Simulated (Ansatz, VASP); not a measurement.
**Co: VASP beside Ansatz**

INCAR

```
PREC = Accurate ; ENCUT = 520
EDIFF = 1E-7 ; ISMEAR = -1
SIGMA = 0.05 ; LREAL = F
LASPH = T ; NELM = 150
ALGO = Normal ; ISIF = 2
LWAVE = F ; LCHARG = F
ISPIN = 2 ; MAGMOM = 1.712 1.712
LORBIT = 11 ; LMAXMIX = 4
GGA = RP ; NBANDS = 20
```

File KPOINTS:

```
Automatic mesh
0
Gamma
  14 14 10
```

The input POSCAR:

```
Co
1.0
    2.4292244423      0.0000000000      0.0000000000
    0.0000000000      2.4292244423      0.0000000000
    0.0000000000      0.0000000000      3.4335339473
Co
2
Direct
    0.0000000000      0.0000000000      0.0000000000
    0.5000000000      0.5000000000      0.5000000000
```

Input for Ansatz:

```yaml
crystal:
  lattice:
    - [2.4292244423, 0.0, 0.0]
    - [0.0, 2.4292244423, 0.0]
    - [0.0, 0.0, 3.4335339473]
  atoms:
    - { symbol: Co, position: [0.0, 0.0, 0.0], spin: 1.712 }
    - { symbol: Co, position: [0.5, 0.5, 0.5], spin: 1.712 }
hamiltonian:
  xc: rpbe
  pseudopotentials:
    kind: paw
    azcp:
      Co: "pseudopotentials/Co.paw.azcp"
basis:
  ecutwfc: 420
  fft_grid_basis: typed
kpoints:
  mp_grid: { grid: [14, 14, 10], shift: [0, 0, 0] }
magnetization:
  spin_polarized: true
scf:
  occupations: { method: fermi_dirac, width: 0.05 }
  lower_state_search: "off"
output:
  stress: true
  write_density: true
  write_potential: true
  elf: true
  volumetric_format: npy
```

Alike in both runs: task single point; functional RPBE; k mesh 14 × 14 × 10; occupations fermi-dirac, width 0.05 eV; collinear spin.

|  | VASP | Ansatz |
| --- | --- | --- |
| version | VASP 6.6.1 | Ansatz 0.2.0 |
| potentials or method | VASP PAW PBE potentials, release 64 (Co), cutoff 520 eV | plane waves (420 eV) with PAW, scalar-relativistic |
| valence electrons in the cell | 18 | 34 |

Ansatz gave:

* pressure (GPa): 25.0
* traceless stress, the component that is largest in VASP (GPa): 0.14
* net moment per atom (μB): 1.60
* size of the moment on the site where the two differ most (μB): 1.66

**Question.** Estimate VASP's values.

**Answer.** Pressure (GPa): 23.9; traceless stress, the component that is largest in VASP (GPa): 0.18; net moment per atom (μB): 1.59; size of the moment on the site where the two differ most (μB): 1.60.

VASP's potentials were made for PBE, not for RPBE. Site moments also hang on the region over which each program counts them. With one functional, cell and mesh, what is left measures potentials, basis and numerics. VASP's potentials hold 18 valence electrons a cell and Ansatz's 34, so a difference there can come from the potentials and not from the codes.
